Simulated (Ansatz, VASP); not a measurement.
Zr2F3 in VASP and in Ansatz

```
Zr F
1.0
     4.95562    0.00000    0.00000
     0.00000    3.15191    0.00000
     0.00000    0.00000    7.59466
Zr F
2 3
Cartesian
  0.0000 1.5760 5.8868
  0.0000 1.5760 1.7078
  3.7282 1.5760 0.0000
  1.2274 1.5760 0.0000
  0.0000 1.5760 3.7973
```

Alike in both runs: functional PBE; k mesh 6 × 4 × 4; occupations gaussian, width 0.1 eV; no spin polarisation.

Ansatz relaxed the structure, and its values are those at the end. VASP's run is a single point on that final structure, the one shown.

|  | VASP | Ansatz |
| --- | --- | --- |
| version | VASP 6.6.1 | Ansatz 0.2.0 |
| potentials or method | VASP PAW PBE potentials, release 64 (Zr_sv, F), cutoff 520 eV | scalar-relativistic, plane waves, PAW |
| valence electrons in the cell | 45 | 45 |

|  | VASP | Ansatz | Ansatz less VASP |
| --- | --- | --- | --- |
| gap on the k mesh at the Fermi level (eV) | none | none | - |
| pressure (GPa) | 0.1 | 0.0 | -0.07 |
| rms of the force components (eV/Å) | 0.016 | 0.006 | -0.0105 |

A gap of «none» marks a metal or a gap that the smearing closes. The functional is the same, so the differences come from potentials, cutoffs and numerics.

The k mesh is coarse, so the values compare programs but aren't converged.
